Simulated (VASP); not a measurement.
# Rb (P6_3/mmc) in VASP: further runs, part 2 of 2

VASP 6.6.1.

**5. Single point, PBEsol (52.26 Å³/atom)**

This run uses another cell than the first one, of 52.26 Å³/atom.

INCAR

```
PREC = Accurate
ENCUT = 520
EDIFF = 1E-6
ISMEAR = -1
SIGMA = 0.05
LREAL = False
LASPH = True
NELM = 80
ALGO = Normal
ISIF = 2
LWAVE = False
LCHARG = True
GGA = PS
LELF = True
LVHAR = True
NBANDS = 16
```

KPOINTS

```
Automatic mesh
0
Gamma
  10 10 6
```

POSCAR

```
Rb
1.0
    4.2078272294      0.0000000000      0.0000000000
   -2.1039136147      3.6440852754      0.0000000000
    0.0000000000      0.0000000000      6.8166801115
Rb
2
Direct
    0.3333333333      0.6666666667      0.2500000000
    0.6666666667      0.3333333333      0.7500000000
```

Potentials or basis: VASP PAW PBE potentials, release 64 (Rb_sv).

Command:

```sh
cat potpaw_PBE.64/Rb_sv/POTCAR > POTCAR
mpirun -np 1 vasp_std > vasp.out
```

OUTCAR:

```text
PREC = Accurate
   ENCUT = 520
   EDIFF = 1E-6
   ISMEAR = -1
   LREAL = False
   LASPH = True
   NELM = 80
   ISIF = 2
   GGA = PS

 ion  position               nearest neighbor table
   1  0.333  0.667  0.250-   2 4.19   2 4.19   2 4.19   2 4.19   2 4.19   2 4.19
   2  0.667  0.333  0.750-   1 4.19   1 4.19   1 4.19   1 4.19   1 4.19   1 4.19

  LATTYP: Found a hexagonal cell.
 ALAT       =     4.2078272294
 C/A-ratio  =     1.6200000000

  Lattice vectors:

 A1 = (   4.2078272294,   0.0000000000,   0.0000000000)
 A2 = (  -2.1039136147,   3.6440852754,   0.0000000000)
 A3 = (   0.0000000000,   0.0000000000,   6.8166801115)

Analysis of symmetry for initial positions (statically):
=====================================================================
 Subroutine PRICEL returns:
 Original cell was already a primitive cell.

 Routine SETGRP: Setting up the symmetry group for a
 hexagonal supercell.

 Subroutine GETGRP returns: Found 24 space group operations
 (whereof 12 operations were pure point group operations)
 out of a pool of 24 trial point group operations.

The static configuration has the point symmetry D_3d.
[... 162 lines left out ...]

 E-fermi :   1.5709     XC(G=0):  -7.1211

 val. band max:        1.5633477019   @ k =   0.5000   0.0000   0.1667
 cond. band min:       1.5716387601   @ k =   0.3000   0.0000   0.3333
 fundamental gap:      0.0082910582
 Fermi energy:         1.5709289000

 k-point     1 :       0.0000    0.0000    0.0000
  band No.  band energies     occupation
      1     -27.1959      2.00000
      2     -27.1465      2.00000
      3     -11.6348      2.00000
      4     -11.1407      2.00000
      5     -11.1407      2.00000
      6     -11.0691      2.00000
[... 433 lines left out ...]
      3     -11.5717      2.00000
      4     -11.4858      2.00000
      5     -11.3435      2.00000
      6     -11.2698      2.00000
[... 8 lines left out ...]
     15       5.1667      0.00000
     16       7.2531      0.00000

 [... further k-points ...]

------------------------ aborting loop because EDIFF is reached ----------------------------------------

  FORCE on cell =-STRESS in cart. coord.  units (eV):
  Direction    XX          YY          ZZ          XY          YZ          ZX
  --------------------------------------------------------------------------------------
  -------------------------------------------------------------------------------------
  Total        2.3845472      2.3845472      2.3720409      0.0000000     -0.0000000      0.0000000
  in kB       36.5508226     36.5508226     36.3591235      0.0000000     -0.0000000      0.0000000
  external PRESSURE =      36.4869229 kB  Pullay stress =       0.0000000 kB

 VOLUME and BASIS-vectors are now :
 -----------------------------------------------------------------------------
  energy-cutoff  :      520.00
  volume of cell :      104.52
      direct lattice vectors                 reciprocal lattice vectors
     4.207827229  0.000000000  0.000000000     0.237652343  0.137208644  0.000000000
    -2.103913615  3.644085275  0.000000000     0.000000000  0.274417288  0.000000000
     0.000000000  0.000000000  6.816680112     0.000000000  0.000000000  0.146698977

 POSITION                                       TOTAL-FORCE (eV/Angst)
 -----------------------------------------------------------------------------------
     -0.00000      2.42939      1.70417        -0.000000      0.000000      0.000000
      2.10391      1.21470      5.11251         0.000000      0.000000      0.000000
 -----------------------------------------------------------------------------------
    total drift:                               -0.000000      0.000000     -0.000000

  FREE ENERGIE OF THE ION-ELECTRON SYSTEM (eV)
  ---------------------------------------------------
  free  energy   TOTEN  =        -1.5213772655 eV

  energy  without entropy=       -1.5031486446  energy(sigma->0) =       -1.51226296
```

stdout:

```text
POSCAR found type information on POSCAR Rb
 POSCAR found :  1 types and       2 ions
 scaLAPACK will be used
 -----------------------------------------------------------------------------
|                                                                             |
|                                                                             |
|     You enforced a specific xc type in the INCAR file but a different       |
|     I HOPE YOU KNOW WHAT YOU ARE DOING!                                     |
|                                                                             |
 -----------------------------------------------------------------------------

 LDA part: xc-table for (Slater+PW92), standard interpolation
 POSCAR, INCAR and KPOINTS ok, starting setup
 FFT: planning ... GRIDC
 FFT: planning ... GRID_SOFT
 FFT: planning ... GRID
 WAVECAR not read
 entering main loop
```

It took 57 s on 1 thread of Intel Xeon Platinum 8259CL at 2.50GHz (Skylake/Cascade Lake), shared host; peak memory 0.26 GiB.

What came out:

| Item | Value |
| --- | --- |
| Free energy | -1.5214 eV |
| Pressure | 3.6 GPa |
| Band gap on the k mesh | zero (bands 9 and 10 overlap by 2.47 eV) |

Levels at points of the mesh, in eV from the Fermi level:
```csv
k point,band 7,band 8,band 9,band 10,band 11,band 12
"(0.00, 0.00, 0.00)",-12.64,-12.63,-2.75,-0.09,1.40,3.80
"(0.50, 0.00, 0.00)",-12.77,-12.71,0.02,0.46,0.92,1.44
"(0.00, 0.00, 0.50)",-12.68,-12.68,-1.63,-1.63,2.56,2.56
"(0.50, 0.00, 0.50)",-12.77,-12.77,0.09,0.09,1.59,1.59
```

Caveat: the cell stands under pressure; the PAW data sets were made with another functional, which shifts forces and pressure a little.

**6. Single point, PBEsol (60.97 Å³/atom)**

This run uses another cell than the first one, of 60.97 Å³/atom.

INCAR

```
SYSTEM = Rb
PREC     = Accurate       ! precision mode
ENCUT    = 520            ! plane-wave cutoff, eV
EDIFF    = 1E-7           ! SCF threshold, eV
ISMEAR   = -1             ! smearing method
SIGMA    = 0.05           ! smearing width, eV
LREAL    = .FALSE.        ! projectors in reciprocal space
LASPH    = .TRUE.         ! aspherical terms in the spheres
NELM     = 80             ! most SCF steps
ALGO     = Normal         ! electronic algorithm
ISIF     = 2              ! what is computed and relaxed
LWAVE    = .FALSE.        ! write WAVECAR
LCHARG   = .FALSE.        ! write CHGCAR
GGA      = PS             ! functional
NBANDS   = 16             ! bands
```

KPOINTS

```
regular mesh
0
G
  10 10 6
  0 0 0
```

POSCAR

```
Rb
1.0
    4.4296916510      0.0000000000      0.0000000000
   -2.2148458254      3.8362255007      0.0000000000
    0.0000000000      0.0000000000      7.1761004744
Rb
2
Direct
    0.3333333333      0.6666666667      0.2500000000
    0.6666666667      0.3333333333      0.7500000000
```

Potentials or basis: VASP PAW PBE potentials, release 64 (Rb_sv).

Command:

```sh
cat potpaw_PBE.64/Rb_sv/POTCAR > POTCAR
mpirun -np 1 vasp_std > vasp.out
```

OUTCAR:

```text
SYSTEM = Rb
   PREC = Accurate
   ENCUT = 520
   EDIFF = 1E-7
   ISMEAR = -1
   LREAL = .FALSE.
   LASPH = .TRUE.
   NELM = 80
   ISIF = 2
   GGA = PS

 ion  position               nearest neighbor table
   1  0.333  0.667  0.250-   2 4.41   2 4.41   2 4.41   2 4.41   2 4.41   2 4.41
   2  0.667  0.333  0.750-   1 4.41   1 4.41   1 4.41   1 4.41   1 4.41   1 4.41

  LATTYP: Found a hexagonal cell.
 ALAT       =     4.4296916510
 C/A-ratio  =     1.6200000000

  Lattice vectors:

 A1 = (   4.4296916510,   0.0000000000,   0.0000000000)
 A2 = (  -2.2148458254,   3.8362255007,   0.0000000000)
 A3 = (   0.0000000000,   0.0000000000,   7.1761004744)

Analysis of symmetry for initial positions (statically):
=====================================================================
 Subroutine PRICEL returns:
 Original cell was already a primitive cell.

 Routine SETGRP: Setting up the symmetry group for a
 hexagonal supercell.

 Subroutine GETGRP returns: Found 24 space group operations
 (whereof 12 operations were pure point group operations)
 out of a pool of 24 trial point group operations.

The static configuration has the point symmetry D_3d.
[... 163 lines left out ...]
 E-fermi :   1.0217     XC(G=0):  -6.6289

 val. band max:        1.0214871808   @ k =   0.3000   0.2000   0.3333
 cond. band min:       1.0294162865   @ k =   0.0000   0.0000   0.0000
 fundamental gap:      0.0079291058
 Fermi energy:         1.0216794977

 k-point     1 :       0.0000    0.0000    0.0000
  band No.  band energies     occupation
      1     -27.7074      2.00000
      2     -27.6817      2.00000
      3     -12.0252      2.00000
      4     -11.7125      2.00000
      5     -11.7125      2.00000
      6     -11.6656      2.00000
[... 433 lines left out ...]
      3     -11.9841      2.00000
      4     -11.9303      2.00000
      5     -11.8408      2.00000
      6     -11.7943      2.00000
[... 8 lines left out ...]
     15       4.4906      0.00000
     16       6.1946      0.00000

 [... further k-points ...]

------------------------ aborting loop because EDIFF is reached ----------------------------------------

  FORCE on cell =-STRESS in cart. coord.  units (eV):
  Direction    XX          YY          ZZ          XY          YZ          ZX
  --------------------------------------------------------------------------------------
  -------------------------------------------------------------------------------------
  Total        1.4982350      1.4982350      1.4795066      0.0000000      0.0000000      0.0000000
  in kB       19.6844997     19.6844997     19.4384376      0.0000000      0.0000000      0.0000000
  external PRESSURE =      19.6024790 kB  Pullay stress =       0.0000000 kB

 VOLUME and BASIS-vectors are now :
 -----------------------------------------------------------------------------
  energy-cutoff  :      520.00
  volume of cell :      121.95
      direct lattice vectors                 reciprocal lattice vectors
     4.429691651  0.000000000  0.000000000     0.225749348  0.130336447  0.000000000
    -2.214845825  3.836225501  0.000000000     0.000000000  0.260672893  0.000000000
     0.000000000  0.000000000  7.176100474     0.000000000  0.000000000  0.139351449

 POSITION                                       TOTAL-FORCE (eV/Angst)
 -----------------------------------------------------------------------------------
     -0.00000      2.55748      1.79403         0.000000      0.000000      0.000000
      2.21485      1.27874      5.38208        -0.000000      0.000000      0.000000
 -----------------------------------------------------------------------------------
    total drift:                               -0.000000      0.000000     -0.000000

  FREE ENERGIE OF THE ION-ELECTRON SYSTEM (eV)
  ---------------------------------------------------
  free  energy   TOTEN  =        -1.8191566190 eV

  energy  without entropy=       -1.8039442363  energy(sigma->0) =       -1.81155043
```

OSZICAR:

```text
N       E                     dE             d eps       ncg     rms          rms(c)
DAV:   1     0.103550777695E+03    0.10355E+03   -0.75278E+03  1792   0.907E+02
DAV:   2     0.742479291613E+01   -0.96126E+02   -0.92651E+02  2408   0.186E+02
DAV:   3    -0.125532691837E+01   -0.86801E+01   -0.86360E+01  2760   0.537E+01
DAV:   4    -0.182136806225E+01   -0.56604E+00   -0.56590E+00  2720   0.921E+00
DAV:   5    -0.182851531774E+01   -0.71473E-02   -0.71472E-02  2608   0.107E+00    0.280E+00
DAV:   6    -0.182077556167E+01    0.77398E-02   -0.10610E-02  2464   0.544E-01    0.175E+00
DAV:   7    -0.181915732981E+01    0.16182E-02   -0.15626E-02  2016   0.688E-01    0.147E-01
DAV:   8    -0.181915068829E+01    0.66415E-05   -0.13944E-03  2568   0.215E-01    0.364E-02
DAV:   9    -0.181915462519E+01   -0.39369E-05   -0.44605E-05  2528   0.436E-02    0.172E-02
DAV:  10    -0.181915720652E+01   -0.25813E-05   -0.99774E-06  2624   0.256E-02    0.425E-03
DAV:  11    -0.181915666428E+01    0.54224E-06   -0.46226E-07  2416   0.592E-03    0.122E-03
DAV:  12    -0.181915661897E+01    0.45308E-07   -0.18636E-08  1584   0.982E-04
   1 F= -.18191566E+01 E0= -.18115504E+01  d E =-.152124E-01
```

It took 74 s on 1 thread of Intel Xeon Platinum 8259CL at 2.50GHz (Skylake/Cascade Lake), shared host; peak memory 0.28 GiB.

What came out:

- Free energy: -1.8192 eV
- Pressure: 2.0 GPa
- Band gap on the k mesh: zero (bands 9 and 10 overlap by 2.42 eV)

Levels at points of the mesh, in eV from the Fermi level:
```tsv
k point	band 7	band 8	band 9	band 10	band 11	band 12
(0.00, 0.00, 0.00)	-12.69	-12.68	-2.54	0.01	1.11	3.74
(0.50, 0.00, 0.00)	-12.77	-12.73	0.03	0.43	1.08	1.45
(0.00, 0.00, 0.50)	-12.71	-12.71	-1.57	-1.57	2.52	2.52
(0.50, 0.00, 0.50)	-12.77	-12.77	0.23	0.23	1.35	1.35
```

Caveat: the PAW data sets were made with another functional, which shifts forces and pressure a little.

**7. The runs side by side**

```tsv
cell	gap on the mesh (eV)	pressure (GPa)
a = 3.676, b = 3.676, c = 5.955 Å, angles 90.0, 90.0, 120.0°, 2 atoms	none	11.6
a = 3.960, b = 3.960, c = 6.415 Å, angles 90.0, 90.0, 120.0°, 2 atoms	none	6.4
a = 4.208, b = 4.208, c = 6.817 Å, angles 90.0, 90.0, 120.0°, 2 atoms	none	3.6
a = 4.430, b = 4.430, c = 7.176 Å, angles 90.0, 90.0, 120.0°, 2 atoms	none	2.0
```

Alike in all rows: task single point; level PBEsol; potentials or basis VASP PAW PBE potentials, release 64 (Rb_sv); no spin polarisation; k mesh 10 × 10 × 6; cutoff (eV) 520; smearing fermi-dirac 0.05 eV.

Caveats: the PAW data sets were made with another functional, which shifts forces and pressure a little; the cell stands under pressure (at least some runs).

Total energies depend on the potentials used, so only differences within one code and one set of settings carry meaning.
